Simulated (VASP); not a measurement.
A run of VASP 6.6.1 is set up as follows.

File INCAR:

```
PREC = Accurate ; ENCUT = 1230
EDIFF = 1E-7 ; ISMEAR = 0
SIGMA = 0.1 ; LREAL = False
LASPH = True ; NELM = 120
ALGO = Normal ; ISIF = 3
LWAVE = False ; LCHARG = False
GGA = PE ; IBRION = 2
NSW = 90 ; EDIFFG = -0.04
GGA_COMPAT = False ; NELMIN = 4
```

The input KPOINTS:

```
Automatic mesh
0
Gamma
  6 6 6
```

POSCAR

```
LiH3
1.0
   -1.9779544100      1.9779544100      1.9779544100
    1.9779544100     -1.9779544100      1.9779544100
    1.9779544100      1.9779544100     -1.9779544100
Li H
1 3
Direct
    0.0000000000      0.0000000000      0.0000000000
    0.0000000000      0.5000000000      0.5000000000
    0.5000000000      0.0000000000      0.5000000000
    0.5000000000      0.5000000000      0.0000000000
```

Potentials or basis: VASP PAW PBE potentials, release 64 (Li_sv, H_h).

Run with:

```console
$ cat potpaw_PBE.64/Li_sv/POTCAR potpaw_PBE.64/H_h/POTCAR > POTCAR
$ mpirun -np 1 vasp_std > vasp.out
```

What does it give for the space group after relaxing (to 0.1 Å)?

Im-3m (No. 229).

What does it give for the relaxed volume?

5.65 Å³/atom.

Final structure:
```yaml
crystal:
  lattice:
    - [-1.78103, 1.78103, 1.78103]
    - [1.78103, -1.78103, 1.78103]
    - [1.78103, 1.78103, -1.78103]
  atoms:
    - { symbol: Li, position: [0.00000, 0.00000, 0.00000] }
    - { symbol: H, position: [0.00000, 0.50000, 0.50000] }
    - { symbol: H, position: [0.50000, 0.00000, 0.50000] }
    - { symbol: H, position: [0.50000, 0.50000, 0.00000] }
```

Caveat: the k points lie up to 0.42 Å⁻¹ apart in the final cell, too coarse for converged energies and pressures of a metal; the volume moved by over 15 % at a fixed basis, so the end points are rough.
